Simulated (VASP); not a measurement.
# Cu (P6_3/mmc) in VASP: a series of runs

Cu is run at these levels: PBEsol; tasks: single point.

Program: VASP 6.6.1. These are calculated values, not measurements. Logs are shortened: lines on timing, memory, paths and dates and some standing lists are left out, and cuts for length are marked.

## Step 1: The cell of the first run

The structure is hexagonal, space group P6_3/mmc (No. 194). The conventional cell has a = 2.531 Å, b = 2.531 Å, c = 8.262 Å, α = 90.00°, β = 90.00°, γ = 120.00°. Within 3.3 Å of Cu (site symmetry -3m) lie 12 Cu at 2.53 Å. Within 3.3 Å of Cu (site symmetry -6m2) lie 12 Cu at 2.53 Å.

## Step 2: Single point, PBEsol

The input, INCAR:

```
SYSTEM = Cu
PREC = Accurate
ENCUT = 520
EDIFF = 1E-6
ISMEAR = 1
SIGMA = 0.05
LREAL = .FALSE.
LASPH = .TRUE.
NELM = 60
ALGO = Normal
ISIF = 2
LWAVE = .FALSE.
LCHARG = .FALSE.
GGA = PS
NBANDS = 30
```

The input, KPOINTS:

```
regular mesh
0
G
  3 3 1
  0 0 0
```

The input, POSCAR:

```
Cu
1.0
    2.5307640300      0.0000000000      0.0000000000
   -1.2653820100      2.1917059400      0.0000000000
    0.0000000000      0.0000000000      8.2618150800
Cu
4
Direct
    0.0000000000      0.0000000000      0.0000000000
    0.3333333300      0.6666666700      0.2500000000
    0.0000000000      0.0000000000      0.5000000000
    0.6666666700      0.3333333300      0.7500000000
```

Potentials or basis: VASP PAW PBE potentials, release 64 (Cu).

Run with:

```bash
cat potpaw_PBE.64/Cu/POTCAR > POTCAR
mpirun -np 1 vasp_std > vasp.out
```

OUTCAR:

```text
SYSTEM = Cu
   PREC = Accurate
   ENCUT = 520
   EDIFF = 1E-6
   ISMEAR = 1
   LREAL = .FALSE.
   LASPH = .TRUE.
   NELM = 60
   ISIF = 2
   GGA = PS

 ion  position               nearest neighbor table
   1  0.000  0.000  0.000-   2 2.53   4 2.53   2 2.53   4 2.53   4 2.53   2 2.53
   2  0.333  0.667  0.250-   1 2.53   3 2.53   1 2.53   3 2.53   1 2.53   3 2.53
   3  0.000  0.000  0.500-   2 2.53   4 2.53   2 2.53   4 2.53   4 2.53   2 2.53
   4  0.667  0.333  0.750-   1 2.53   3 2.53   1 2.53   3 2.53   1 2.53   3 2.53

  LATTYP: Found a hexagonal cell.
 ALAT       =     2.5307640300
 C/A-ratio  =     3.2645537008

  Lattice vectors:

 A1 = (   2.5307640300,   0.0000000000,   0.0000000000)
 A2 = (  -1.2653820100,   2.1917059400,   0.0000000000)
 A3 = (   0.0000000000,   0.0000000000,   8.2618150800)

Analysis of symmetry for initial positions (statically):
=====================================================================
 Subroutine PRICEL returns:
 Original cell was already a primitive cell.

 Routine SETGRP: Setting up the symmetry group for a
 hexagonal supercell.

 Subroutine GETGRP returns: Found 24 space group operations
 (whereof 12 operations were pure point group operations)
 out of a pool of 24 trial point group operations.

The static configuration has the point symmetry D_3d.
 The point group associated with its full space group is D_6h.

Analysis of symmetry for dynamics (positions and initial velocities):
=====================================================================
 Subroutine PRICEL returns:
 Original cell was already a primitive cell.

 Routine SETGRP: Setting up the symmetry group for a
 hexagonal supercell.

 Subroutine GETGRP returns: Found 24 space group operations
 (whereof 12 operations were pure point group operations)
 out of a pool of 24 trial point group operations.

The dynamic configuration has the point symmetry D_3d.
 The point group associated with its full space group is D_6h.

 Subroutine INISYM returns: Found 24 space group operations
 (whereof 12 operations are pure point group operations),
 and found     1 'primitive' translations

----------------------------------------------------------------------------------------

                                     Primitive cell

  volume of cell :      45.8257

  direct lattice vectors                    reciprocal lattice vectors
     2.530764030  0.000000000  0.000000000     0.395137590  0.228132793  0.000000000
    -1.265382010  2.191705940  0.000000000     0.000000000  0.456265588  0.000000000
     0.000000000  0.000000000  8.261815080     0.000000000  0.000000000  0.121038778

  length of vectors
     2.530764030  2.530764027  8.261815080     0.456265588  0.456265588  0.121038778

  position of ions in fractional coordinates (direct lattice)
     0.000000000  0.000000000  0.000000000
     0.333333330  0.666666670  0.250000000
     0.000000000  0.000000000  0.500000000
     0.666666670  0.333333330  0.750000000

  ion indices of the primitive-cell ions
   primitive index   ion index
                 1           1
                 2           2
                 3           3
                 4           4

----------------------------------------------------------------------------------------

 KPOINTS: regular mesh

Automatic generation of k-mesh.
 Grid dimensions read from file:
 generate k-points for:    3    3    1

 Generating k-lattice:

  Cartesian coordinates                     Fractional coordinates (reciprocal lattice)
     0.131712530  0.076044264  0.000000000     0.333333333 -0.000000000  0.000000000
     0.000000000  0.152088529  0.000000000     0.000000000  0.333333333  0.000000000
     0.000000000  0.000000000  0.121038778     0.000000000  0.000000000  1.000000000

  Length of vectors
     0.152088529  0.152088529  0.121038778

  Shift w.r.t. Gamma in fractional coordinates (k-lattice)
     0.000000000  0.000000000  0.000000000

 Subroutine IBZKPT returns following result:
 ===========================================

 Found      3 irreducible k-points:

 Following reciprocal coordinates:
            Coordinates               Weight
  0.000000  0.000000  0.000000      1.000000
  0.333333  0.000000  0.000000      6.000000
  0.333333  0.333333  0.000000      2.000000
   k-points           NKPTS =      3   k-points in BZ     NKDIM =      3   number of bands    NBANDS=     30
   number of dos      NEDOS =    301   number of ions     NIONS =      4
   total plane-waves  NPLWV =  25600
   dimension x,y,z NGX =    20 NGY =   20 NGZ =   64
   dimension x,y,z NGXF=    40 NGYF=   40 NGZF=  128
   ions per type =               4
   NGX,Y,Z   is equivalent  to a cutoff of  13.14, 13.14, 12.88 a.u.
   NGXF,Y,Z  is equivalent  to a cutoff of  26.28, 26.28, 25.76 a.u.
 SYSTEM =  Cu
   PREC   = accura    normal or accurate (medium, high low for compatibility)
   ISTART =      0    job   : 0-new  1-cont  2-samecut
   ICHARG =      2    charge: 1-file 2-atom 10-const
   ISPIN  =      1    spin polarized calculation?
   LNONCOLLINEAR =      F non collinear calculations
   LSORBIT =      F    spin-orbit coupling
   LASPH  =      T    aspherical Exc in radial PAW
   ENCUT  =  520.0 eV  38.22 Ry    6.18 a.u.   4.71  4.71 15.36*2*pi/ulx,y,z
   NELM   =     60;   NELMIN=  2; NELMDL= -5     # of ELM steps
   EDIFF  = 0.1E-05   stopping-criterion for ELM
   LREAL  =      F    real-space projection
   EDIFFG = 0.1E-04   stopping-criterion for IOM
   NSW    =      0    number of steps for IOM
   IBRION =     -1    ionic relax: 0-MD 1-quasi-New 2-CG
   NFREE  =      0    steps in history (QN), initial steepest desc. (CG)
   ISIF   =      2    stress and relaxation
   ISYM   =      2    0-nonsym 1-usesym 2-fastsym
   POTIM  = 0.5000    time-step for ionic-motion
   TEBEG  =    0.0;   TEEND  =   0.0 temperature during run
   PSTRESS=    0.0 pullay stress
   NELECT =      44.0000    total number of electrons
   NUPDOWN=      -1.0000    fix difference up-down
   EMIN   =  10.00;   EMAX   =-10.00  energy-range for DOS
   EFERMI =   0.00;   METHOD = LEGACY
   ISMEAR =     1;   SIGMA  =   0.05  broadening in eV -4-tet -1-fermi 0-gaus
   EFERMI_NEDOS =   21; number of points for ismear=-14 and -15
   IALGO  =     38    algorithm
   IMIX   =      4    mixing-type and parameters
     AMIX     =   0.40;   BMIX     =  1.00
     AMIX_MAG =   1.60;   BMIX_MAG =  1.00
  volume/ion in A,a.u.               =      11.46        77.31
  Fermi-wavevector in a.u.,A,eV,Ry     =   1.615062  3.052025 35.489789  2.608426
  Thomas-Fermi vector in A             =   2.709870
   LORBIT       =      0    0 simple, 1 ext, 2 COOP (PROOUT), +10 PAW based schemes
   GGA     = PS    functional components
   LHFCALC =     F    Hartree Fock is set to
   AEXX    =    0.0000 exact exchange contribution
   IVDW    =     0    specifies the selected vdW correction
   LEPSILON=     F    determine dielectric tensor
   LRPA    =     F    only Hartree local field effects (RPA)
 non-spin polarized calculation
 Methfessel and Paxton  Order N= 1 SIGMA  =   0.05
  energy-cutoff  :      520.00
  volume of cell :       45.83
 maximum number of plane-waves:      1243
 NGX is ok and might be reduce to    20
   NGX =  9   NGY =  9   NGZ = 31

 number of electron      43.9999989 magnetization

 Free energy of the ion-electron system (eV)
  ---------------------------------------------------
  ext. energy  EPLUGINS =         0.00000000
  ---------------------------------------------------
  free energy    TOTEN  =       -17.62265403 eV

  energy without entropy =      -17.60985880  energy(sigma->0) =      -17.61838896

 E-fermi :   6.6151     XC(G=0): -13.0861

 val. band max:        6.6112494618   @ k =   0.3333   0.0000   0.0000
 cond. band min:       6.6336815380   @ k =   0.0000   0.0000   0.0000
 fundamental gap:      0.0224320762
 Fermi energy:         6.6150617185

 k-point     1 :       0.0000    0.0000    0.0000
  band No.  band energies     occupation
      1      -1.8409      2.00000
      2       0.3160      2.00000
      3       0.3416      2.00000
      4       2.5009      2.00000
      5       4.3247      2.00000
      6       4.3763      2.00000
[... 22 lines left out ...]
     29      29.9432      0.00000
     30      30.0404      0.00000

 k-point     2 :       0.3333    0.0000    0.0000
  band No.  band energies     occupation
      1       1.3754      2.00000
      2       2.4811      2.00000
      3       2.4901      2.00000
      4       3.3394      2.00000
      5       3.6640      2.00000
      6       3.8461      2.00000
[... 22 lines left out ...]
     29      22.3484      0.00000
     30      22.4007      0.00000

 k-point     3 :       0.3333    0.3333    0.0000
  band No.  band energies     occupation
      1       3.5767      2.00000
      2       3.6117      2.00000
      3       3.6117      2.00000
      4       3.6342      2.00000
      5       3.6342      2.00000
      6       3.7075      2.00000
[... 22 lines left out ...]
     29      14.8577      0.00000
     30      18.8205      0.00000

------------------------ aborting loop because EDIFF is reached ----------------------------------------

  FORCE on cell =-STRESS in cart. coord.  units (eV):
  Direction    XX          YY          ZZ          XY          YZ          ZX
  --------------------------------------------------------------------------------------
  -------------------------------------------------------------------------------------
  Total       -0.3605964     -0.3605964     -0.8827305     -0.0000000      0.0000000     -0.0000000
  in kB      -12.6073138    -12.6073138    -30.8623724     -0.0000000      0.0000000     -0.0000000
  external PRESSURE =     -18.6923333 kB  Pullay stress =       0.0000000 kB

 VOLUME and BASIS-vectors are now :
 -----------------------------------------------------------------------------
  energy-cutoff  :      520.00
  volume of cell :       45.83
      direct lattice vectors                 reciprocal lattice vectors
     2.530764030  0.000000000  0.000000000     0.395137590  0.228132793  0.000000000
    -1.265382010  2.191705940  0.000000000     0.000000000  0.456265588  0.000000000
     0.000000000  0.000000000  8.261815080     0.000000000  0.000000000  0.121038778

 POSITION                                       TOTAL-FORCE (eV/Angst)
 -----------------------------------------------------------------------------------
      0.00000      0.00000      0.00000         0.000000      0.000000      0.000000
     -0.00000      1.46114      2.06545        -0.000000      0.000000      0.000000
      0.00000      0.00000      4.13091         0.000000      0.000000      0.000000
      1.26538      0.73057      6.19636         0.000000     -0.000000     -0.000000
 -----------------------------------------------------------------------------------
    total drift:                               -0.000000      0.000000      0.000000

  FREE ENERGIE OF THE ION-ELECTRON SYSTEM (eV)
  ---------------------------------------------------
  free  energy   TOTEN  =       -17.6226540328 eV

  energy  without entropy=      -17.6098588043  energy(sigma->0) =      -17.61838896
```

Run time: 5.9 s. Hardware: 1 thread of Intel Xeon 6975P-C (Granite Rapids), shared host; peak memory 0.15 GiB.

Results:

| Property | Result |
| --- | --- |
| Free energy | -17.6227 eV |
| Pressure | -1.9 GPa |
| Band gap on the k mesh | zero (band 22 reaches 11.01 eV, above the bottom of band 23 at 6.07 eV) |

Caveat: the k points lie up to 0.96 Å⁻¹ apart; the PAW data sets were made with another functional, which shifts forces and pressure a little.

## Step 3: Single point, PBEsol

The input, INCAR:

```
ALGO = Normal ; EDIFF = 1E-7
ENCUT = 520 ; GGA = PS
ISIF = 2 ; ISMEAR = 1
LASPH = T ; LCHARG = F
LREAL = F ; LWAVE = F
NBANDS = 30 ; NELM = 100
PREC = Accurate ; SIGMA = 0.05
```

The input, KPOINTS:

```
k-points
0
Gamma
  5 5 2
```

POSCAR is that of step 2.

Potentials or basis: VASP PAW PBE potentials, release 64 (Cu).

Run with:

```bash
cat potpaw_PBE.64/Cu/POTCAR > POTCAR
mpirun -np 1 vasp_std > vasp.out
```

Wall time 8.5 s (1 thread of Intel Xeon 6975P-C (Granite Rapids), shared host); peak memory 0.15 GiB.

Results (log left out):

- Free energy: -17.3830 eV
- Pressure: -2.2 GPa
- Band gap on the k mesh: zero (band 22 reaches 9.72 eV, above the bottom of band 23 at 5.93 eV)

Stress tensor (GPa, compression positive):
```
-2.10  0.00  0.00
 0.00 -2.10  0.00
 0.00  0.00 -2.50
```

Levels at points of the mesh, in eV from the Fermi level:
```
           k point  band 18  band 19  band 20  band 21  band 22  band 23  band 24  band 25  band 26  band 27
(0.00, 0.00, 0.00)    -1.81    -1.81    -1.62    -1.62    -1.34    -1.34    -0.74     4.28    13.07    13.07
(0.00, 0.00, 0.50)    -1.92    -1.92    -1.92    -1.46    -1.46    -1.46    -1.46     7.44     7.44    19.53
```

Caveat: the k points lie up to 0.57 Å⁻¹ apart; the PAW data sets were made with another functional, which shifts forces and pressure a little.
